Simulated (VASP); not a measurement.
A run of VASP 6.6.1 is set up as follows.

File INCAR:

```
SYSTEM = Al
ALGO     = Normal         ! electronic algorithm
EDIFF    = 1E-6           ! SCF threshold, eV
ENCUT    = 520            ! plane-wave cutoff, eV
GGA      = PE             ! functional
ISIF     = 2              ! what is computed and relaxed
ISMEAR   = 0              ! smearing method
LASPH    = .TRUE.         ! aspherical terms in the spheres
LCHARG   = .FALSE.        ! write CHGCAR
LREAL    = Auto         
LWAVE    = .FALSE.        ! write WAVECAR
NBANDS   = 52             ! bands
NELM     = 80             ! most SCF steps
PREC     = Accurate       ! precision mode
SIGMA    = 0.1            ! smearing width, eV
```

The input KPOINTS:

```
k-points
0
G
  4 4 4
  0 0 0
```

Contents of POSCAR:

```
Al
1.0
    3.2350204435      3.2350204435     -6.4700408869
    6.4700408869     -3.2350204435     -3.2350204435
   -3.2350204435     -3.2350204435     -6.4700408869
Al
23
Direct
    0.0119696439      0.7104157884      0.8765305949
    0.4463636968      0.6229175473      0.7484693579
    0.7874205268      0.7072272968      0.6363599520
    0.3869996683     -0.0163028397      0.8571114039
    0.7291666569      0.1666667034      0.8124999528
    0.0713337568      0.3496361340      0.7678885645
    0.4746713180      0.3058870513      0.5972585501
    0.8406824419      0.3464477040      0.5464098556
    0.1758499617      0.6666742072      0.5022292857
    0.5623574808      0.6272357229      0.3643387947
    0.8959758350      0.7060976375      0.2606612235
    0.1359206388      0.9868856519      0.6557791431
    0.5023286360     -0.0131219112      0.4631279614
    0.8675399964      0.0263090603      0.4085194419
    0.2027477339      0.3464552168      0.3643387947
    0.5907932882      0.3070242738      0.2164806535
    0.9560046676      0.3464552168      0.1618720603
    0.2824833788      0.6666591313      0.1227706584
    0.6709128219      0.6261059773     -0.0113598670
    0.2555856093     -0.0131219112      0.2606612235
    0.6176509343     -0.0131143481      0.0785900112
    0.3224126052      0.3464477040     -0.0307790737
   -0.0163379639      0.0274463187      0.0277414572
```

Potentials or basis: VASP PAW PBE potentials, release 64 (Al).

The run is started by

```bash
$ cat potpaw_PBE.64/Al/POTCAR > POTCAR
$ mpirun -np 1 vasp_std > vasp.out
```

(1) What does it give for the band gap on the k mesh?

(2) Estimate the pressure.

(3) Estimate the largest force.

Results:

(1) zero (an odd number of electrons rules out a gap without spin polarisation).

(2) -1.7 GPa.

(3) 0.888 eV/Å.
